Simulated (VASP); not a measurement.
# Co3C in VASP: single point with PBEsol

Aim: the single point of Co3C with PBEsol.

Program: VASP 6.6.1. These are calculated values, not measurements. Logs are shortened: lines on timing, memory, paths and dates and some standing lists are left out, and cuts for length are marked.

### Step 1. The cell of the first run

The cell holds a slab with vacuum, 4 atoms: a = 2.456 Å, b = 2.456 Å, c = 22.969 Å, α = 90.00°, β = 90.00°, γ = 120.00°.

### Step 2. Single point, PBEsol, collinear spin, ferromagnetic start

File INCAR:

```
SYSTEM = Co3C
ALGO = Normal
DIPOL = 0.5 0.5 0.491
EDIFF = 1E-6
ENCUT = 520
GGA = PS
IDIPOL = 3
ISIF = 2
ISMEAR = 0
ISPIN = 2
LASPH = .TRUE.
LCHARG = .FALSE.
LDIPOL = .TRUE.
LMAXMIX = 4
LORBIT = 11
LREAL = .FALSE.
LWAVE = .FALSE.
MAGMOM = 1.94 1.89 1.94 2
NBANDS = 28
NELM = 150
PREC = Accurate
SIGMA = 0.1
```

File KPOINTS:

```
k-points
0
G
  12 12 1
  0 0 0
```

File POSCAR:

```
Co3C
1.0
    2.4564189009      0.0000000000      0.0000000000
   -1.2282094505      2.1273211705      0.0000000000
    0.0000000000      0.0000000000     22.9694710922
Co C
3 1
Direct
    0.6666666667      0.3333333333      0.3700564095
    0.3334749874      0.6665250126      0.4532024537
    0.6681815988      0.3318184012      0.5470563345
    0.0013575874     -0.0013575874      0.5935427994
```

Potentials or basis: VASP PAW PBE potentials, release 64 (Co, C).

Command:

```sh
> cat potpaw_PBE.64/Co/POTCAR potpaw_PBE.64/C/POTCAR > POTCAR
> mpirun -np 1 vasp_std > vasp.out
```

OUTCAR:

```text
SYSTEM = Co3C
   EDIFF = 1E-6
   ENCUT = 520
   GGA = PS
   ISIF = 2
   ISMEAR = 0
   ISPIN = 2
   LASPH = .TRUE.
   LORBIT = 11
   LREAL = .FALSE.
   NELM = 150
   PREC = Accurate

 ion  position               nearest neighbor table
   1  0.667  0.333  0.370-   2 2.38   2 2.38   2 2.38
   2  0.333  0.667  0.453-   1 2.38   1 2.38   1 2.38   3 2.58   3 2.58   3 2.58
   3  0.668  0.332  0.547-   4 1.77   4 1.78   4 1.78   2 2.58   2 2.58   2 2.58
   4  0.001  0.999  0.594-   3 1.77   3 1.78   3 1.78

  LATTYP: Found a hexagonal cell.
 ALAT       =     2.4564189009
 C/A-ratio  =     9.3507956171

  Lattice vectors:

 A1 = (   2.4564189009,   0.0000000000,   0.0000000000)
 A2 = (  -1.2282094505,   2.1273211705,   0.0000000000)
 A3 = (   0.0000000000,   0.0000000000,  22.9694710922)

Analysis of symmetry for initial positions (statically):
=====================================================================
 Subroutine PRICEL returns:
 Original cell was already a primitive cell.

 Routine SETGRP: Setting up the symmetry group for a
 hexagonal supercell.

 Subroutine GETGRP returns: Found  2 space group operations
 (whereof  2 operations were pure point group operations)
 out of a pool of 24 trial point group operations.

The static configuration has the point symmetry C_1h.

Analysis of symmetry for dynamics (positions and initial velocities):
=====================================================================
 Subroutine PRICEL returns:
 Original cell was already a primitive cell.

 Routine SETGRP: Setting up the symmetry group for a
 hexagonal supercell.

 Subroutine GETGRP returns: Found  2 space group operations
 (whereof  2 operations were pure point group operations)
 out of a pool of 24 trial point group operations.

The dynamic configuration has the point symmetry C_1h.

Analysis of structural, dynamic, and magnetic symmetry:
=====================================================================
 Subroutine PRICEL returns:
 Original cell was already a primitive cell.

 Routine SETGRP: Setting up the symmetry group for a
 hexagonal supercell.

 Subroutine GETGRP returns: Found  2 space group operations
 (whereof  2 operations were pure point group operations)
 out of a pool of 24 trial point group operations.

The overall configuration has the point symmetry C_1h.

 Subroutine INISYM returns: Found  2 space group operations
 (whereof  2 operations are pure point group operations),
 and found     1 'primitive' translations

----------------------------------------------------------------------------------------

                                     Primitive cell

  volume of cell :     120.0291

  direct lattice vectors                    reciprocal lattice vectors
     2.456418901  0.000000000  0.000000000     0.407096688  0.235037383  0.000000000
    -1.228209451  2.127321171  0.000000000     0.000000000  0.470074765  0.000000000
     0.000000000  0.000000000 22.969471092     0.000000000  0.000000000  0.043536048

  length of vectors
     2.456418901  2.456418901 22.969471092     0.470074765  0.470074765  0.043536048

  position of ions in fractional coordinates (direct lattice)
     0.666666667  0.333333333  0.370056410
     0.333474987  0.666525013  0.453202454
     0.668181599  0.331818401  0.547056334
     0.001357587  0.998642413  0.593542799

  ion indices of the primitive-cell ions
   primitive index   ion index
                 1           1
                 2           2
                 3           3
                 4           4

----------------------------------------------------------------------------------------

 KPOINTS: k-points

Automatic generation of k-mesh.
 Grid dimensions read from file:
 generate k-points for:   12   12    1

 Generating k-lattice:

  Cartesian coordinates                     Fractional coordinates (reciprocal lattice)
     0.033924724  0.019586449  0.000000000     0.083333333  0.000000000  0.000000000
     0.000000000  0.039172897  0.000000000     0.000000000  0.083333333  0.000000000
     0.000000000  0.000000000  0.043536048     0.000000000  0.000000000  1.000000000

  Length of vectors
     0.039172897  0.039172897  0.043536048

  Shift w.r.t. Gamma in fractional coordinates (k-lattice)
     0.000000000  0.000000000  0.000000000

 Subroutine IBZKPT returns following result:
 ===========================================

 Found     43 irreducible k-points:

 Following reciprocal coordinates:
            Coordinates               Weight
  0.000000  0.000000  0.000000      1.000000
  0.083333 -0.000000  0.000000      4.000000
 -0.083333  0.083333  0.000000      2.000000
  0.166667 -0.000000  0.000000      4.000000
 -0.166667  0.166667  0.000000      2.000000
  0.250000  0.000000  0.000000      4.000000
[... 16 lines left out ...]
 -0.083333  0.416667  0.000000      4.000000
 -0.416667  0.333333  0.000000      4.000000
 [... further k-points ...]
   k-points           NKPTS =     43   k-points in BZ     NKDIM =     43   number of bands    NBANDS=     28
   number of dos      NEDOS =    301   number of ions     NIONS =      4
   total plane-waves  NPLWV =  58320
   dimension x,y,z NGX =    18 NGY =   18 NGZ =  180
   dimension x,y,z NGXF=    36 NGYF=   36 NGZF=  360
   ions per type =               3   1
   NGX,Y,Z   is equivalent  to a cutoff of  12.18, 12.18, 13.03 a.u.
   NGXF,Y,Z  is equivalent  to a cutoff of  24.36, 24.36, 26.06 a.u.
 SYSTEM =  Co3C
   PREC   = accura    normal or accurate (medium, high low for compatibility)
   ISTART =      0    job   : 0-new  1-cont  2-samecut
   ICHARG =      2    charge: 1-file 2-atom 10-const
   ISPIN  =      2    spin polarized calculation?
   LNONCOLLINEAR =      F non collinear calculations
   LSORBIT =      F    spin-orbit coupling
   LASPH  =      T    aspherical Exc in radial PAW
   ENCUT  =  520.0 eV  38.22 Ry    6.18 a.u.   4.57  4.57 42.71*2*pi/ulx,y,z
   NELM   =    150;   NELMIN=  2; NELMDL= -5     # of ELM steps
   EDIFF  = 0.1E-05   stopping-criterion for ELM
   LREAL  =      F    real-space projection
   EDIFFG = 0.1E-04   stopping-criterion for IOM
   NSW    =      0    number of steps for IOM
   IBRION =     -1    ionic relax: 0-MD 1-quasi-New 2-CG
   NFREE  =      0    steps in history (QN), initial steepest desc. (CG)
   ISIF   =      2    stress and relaxation
   ISYM   =      2    0-nonsym 1-usesym 2-fastsym
   POTIM  = 0.5000    time-step for ionic-motion
   TEBEG  =    0.0;   TEEND  =   0.0 temperature during run
   PSTRESS=    0.0 pullay stress
   NELECT =      31.0000    total number of electrons
   NUPDOWN=      -1.0000    fix difference up-down
   EMIN   =  10.00;   EMAX   =-10.00  energy-range for DOS
   EFERMI =   0.00;   METHOD = LEGACY
   ISMEAR =     0;   SIGMA  =   0.10  broadening in eV -4-tet -1-fermi 0-gaus
   EFERMI_NEDOS =   21; number of points for ismear=-14 and -15
   IALGO  =     38    algorithm
   IMIX   =      4    mixing-type and parameters
     AMIX     =   0.40;   BMIX     =  1.00
     AMIX_MAG =   1.60;   BMIX_MAG =  1.00
  volume/ion in A,a.u.               =      30.01       202.50
  Fermi-wavevector in a.u.,A,eV,Ry     =   1.042557  1.970147 14.788520  1.086926
  Thomas-Fermi vector in A             =   2.177228
   LORBIT       =     11    0 simple, 1 ext, 2 COOP (PROOUT), +10 PAW based schemes
   GGA     = PS    functional components
   LHFCALC =     F    Hartree Fock is set to
   AEXX    =    0.0000 exact exchange contribution
   IVDW    =     0    specifies the selected vdW correction
   LEPSILON=     F    determine dielectric tensor
   LRPA    =     F    only Hartree local field effects (RPA)
 spin polarized calculation
 Gauss-broadening in eV      SIGMA  =   0.10
  energy-cutoff  :      520.00
  volume of cell :      120.03
 maximum number of plane-waves:      3288
   NGX =  9   NGY =  9   NGZ = 85

 dipolmoment           0.000000      0.000000     -0.021826 electrons x Angstroem

 number of electron      30.9999987 magnetization       3.7526962

 dipolmoment           0.000000      0.000000      0.012435 electrons x Angstroem

 Free energy of the ion-electron system (eV)
  ---------------------------------------------------
  ext. energy  EPLUGINS =         0.00000000
  ---------------------------------------------------
  free energy    TOTEN  =       -28.96271488 eV

  energy without entropy =      -28.95087620  energy(sigma->0) =      -28.95679554

 E-fermi :  -0.4715     XC(G=0):  -4.9815

 val. band max:       -0.4847625090   @ k =   0.5000   0.0000   0.0000
 cond. band min:      -0.4706856146   @ k =   0.4167  -0.0000   0.0000
 fundamental gap:      0.0140768944
 Fermi energy:        -0.4715419850

 spin component 1

 k-point     1 :       0.0000    0.0000    0.0000
  band No.  band energies     occupation
      1     -14.7918      1.00000
      2      -8.7294      1.00000
      3      -7.2003      1.00000
      4      -6.1413      1.00000
      5      -4.0969      1.00000
      6      -4.0963      1.00000
[... 709 lines left out ...]
     26      10.0970      0.00000
     27      10.6912      0.00000

 [... further k-points ...]

 spin component 2

 k-point     1 :       0.0000    0.0000    0.0000
  band No.  band energies     occupation
      1     -14.6889      1.00000
      2      -8.6234      1.00000
      3      -6.9340      1.00000
      4      -5.6289      1.00000
      5      -3.8723      1.00000
      6      -3.8716      1.00000
[... 709 lines left out ...]
     26      10.1452      0.00000
     27      10.7884      0.00000

 [... further k-points ...]

 [bands above 27 left out]

------------------------ aborting loop because EDIFF is reached ----------------------------------------

 vacuum level on the upper side and lower side of the slab       (xc-potential included)         0.213        -0.178

  FORCE on cell =-STRESS in cart. coord.  units (eV):
  Direction    XX          YY          ZZ          XY          YZ          ZX
  --------------------------------------------------------------------------------------
  -------------------------------------------------------------------------------------
  Total        3.7995773      3.7976821      0.0611745     -0.0016413      0.0034396     -0.0059576
  in kB       50.7176798     50.6923822      0.8165720     -0.0219084      0.0459123     -0.0795229
  external PRESSURE =      34.0755447 kB  Pullay stress =       0.0000000 kB

 VOLUME and BASIS-vectors are now :
 -----------------------------------------------------------------------------
  energy-cutoff  :      520.00
  volume of cell :      120.03
      direct lattice vectors                 reciprocal lattice vectors
     2.456418901  0.000000000  0.000000000     0.407096688  0.235037383  0.000000000
    -1.228209451  2.127321171  0.000000000     0.000000000  0.470074765  0.000000000
     0.000000000  0.000000000 22.969471092     0.000000000  0.000000000  0.043536048

 POSITION                                       TOTAL-FORCE (eV/Angst)
 -----------------------------------------------------------------------------------
      1.22821      0.70911      8.50000         0.001099     -0.000634      0.018655
      0.00052      1.41791     10.40982         0.001112     -0.000642      0.010017
      1.23379      0.70588     12.56559        -0.003556      0.002053     -0.184782
     -1.22321      2.12443     13.63336         0.001345     -0.000777      0.156110
 -----------------------------------------------------------------------------------
    total drift:                                0.000424     -0.000245     -0.000732

  FREE ENERGIE OF THE ION-ELECTRON SYSTEM (eV)
  ---------------------------------------------------
  free  energy   TOTEN  =       -28.9627148815 eV

  energy  without entropy=      -28.9508762005  energy(sigma->0) =      -28.95679554

 vacuum level on the upper side and lower side of the slab         5.294         4.884

 total charge

# of ion       s       p       d       tot
------------------------------------------
    1        0.501   0.452   7.264   8.217
    2        0.502   0.549   7.278   8.329
    3        0.584   0.846   7.662   9.093
    4        0.983   1.325   0.000   2.308
--------------------------------------------------
tot          2.569   3.172  22.205  27.946

 magnetization (x)

# of ion       s       p       d       tot
------------------------------------------
    1       -0.010  -0.044   1.726   1.672
    2       -0.012  -0.035   1.722   1.675
    3        0.009  -0.012   0.302   0.300
    4        0.012   0.058   0.000   0.070
--------------------------------------------------
tot         -0.001  -0.033   3.750   3.717
```

Wall time 14 min (1 thread of Intel Xeon Platinum 8259CL at 2.50GHz (Skylake/Cascade Lake), shared host); peak memory 0.4 GiB.

Results:

```yaml
Free_energy: -28.9627 eV
Largest_force: 0.185 eV/Å
Net_moment: 3.75 μB per cell
Site_moments: Co +1.67, +1.68, +0.30; C +0.07 μB
Valence_electrons_inside_the_program's_atomic_spheres: Co 8.22, 8.33, 9.09; C 2.31
```

Forces on the atoms (eV/Å):
```
Co   0.001 -0.001  0.019
Co   0.001 -0.001  0.010
Co  -0.004  0.002 -0.185
C    0.001 -0.001  0.156
```

Levels at points of the mesh, in eV from the Fermi level:
Spin up:
| k point | band 15 | band 16 | band 17 | band 18 | band 19 | band 20 |
| --- | --- | --- | --- | --- | --- | --- |
| (0.00, 0.00, 0.00) | -1.49 | -1.48 | -0.86 | -0.86 | -0.54 | 0.42 |
| (0.50, 0.00, 0.00) | -0.46 | -0.46 | -0.38 | 0.61 | 1.38 | 2.90 |
| (0.50, 0.50, 0.00) | -0.46 | -0.46 | -0.38 | 0.61 | 1.39 | 2.90 |
Spin down:
| k point | band 9 | band 10 | band 11 | band 12 | band 13 | band 14 | band 15 | band 16 | band 17 | band 18 |
| --- | --- | --- | --- | --- | --- | --- | --- | --- | --- | --- |
| (0.00, 0.00, 0.00) | -1.47 | -1.12 | -0.95 | -0.95 | -0.85 | -0.85 | -0.20 | 0.36 | 0.36 | 0.72 |
| (0.50, 0.00, 0.00) | -1.57 | -0.80 | -0.68 | -0.16 | -0.01 | 0.83 | 0.86 | 0.96 | 1.27 | 1.47 |
| (0.50, 0.50, 0.00) | -1.56 | -0.80 | -0.68 | -0.16 | -0.01 | 0.83 | 0.86 | 0.96 | 1.27 | 1.47 |

Caveat: the PAW data sets were made with another functional, which shifts forces and pressure a little.
